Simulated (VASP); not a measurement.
Input of a VASP 6.6.1 run:

File INCAR:

```
PREC     = Accurate       # precision mode
ENCUT    = 520            # plane-wave cutoff, eV
EDIFF    = 1E-6           # SCF threshold, eV
ISMEAR   = -1             # smearing method
SIGMA    = 0.05           # smearing width, eV
LREAL    = F              # projectors in reciprocal space
LASPH    = T              # aspherical terms in the spheres
NELM     = 150            # most SCF steps
ALGO     = Normal         # electronic algorithm
ISIF     = 2              # what is computed and relaxed
LWAVE    = F              # write WAVECAR
LCHARG   = F              # write CHGCAR
MAGMOM   = 0 0 0 0 0 0 0 0 0 0 0 0 0 0 0 # initial moments
LORBIT   = 11             # projections on sites
LSORBIT  = T              # spin-orbit coupling
GGA_COMPAT= F            
LORBMOM  = T            
LMAXMIX  = 6              # l up to which the mixer works
GGA      = PE             # functional
NBANDS   = 55             # bands
```

KPOINTS

```
Automatic mesh
0
Gamma
  6 6 4
```

POSCAR

```
La2O3
1.0
    3.9307778780      0.0000000000      0.0000000000
   -1.9653889390      3.4041534990      0.0000000000
    0.0000000000      0.0000000000      6.1119535200
La O
2 3
Direct
    0.3333333333      0.6666666667      0.2462356800
    0.6666666667      0.3333333333      0.7537643200
    0.0000000000      0.0000000000      0.0000000000
    0.3333333333      0.6666666667      0.6458906500
    0.6666666667      0.3333333333      0.3541093500
```

Potentials or basis: VASP PAW PBE potentials, release 64 (La, O).

The run is started by

```sh
$ cat potpaw_PBE.64/La/POTCAR potpaw_PBE.64/O/POTCAR > POTCAR
$ mpirun -np 1 vasp_ncl > vasp.out
```

(1) Predict the net moment.

(2) Predict the pressure.

(3) What does it give for the largest force?

## Answers

(1) 0.00 μB per cell.

(2) 1.6 GPa.

(3) 0.011 eV/Å.
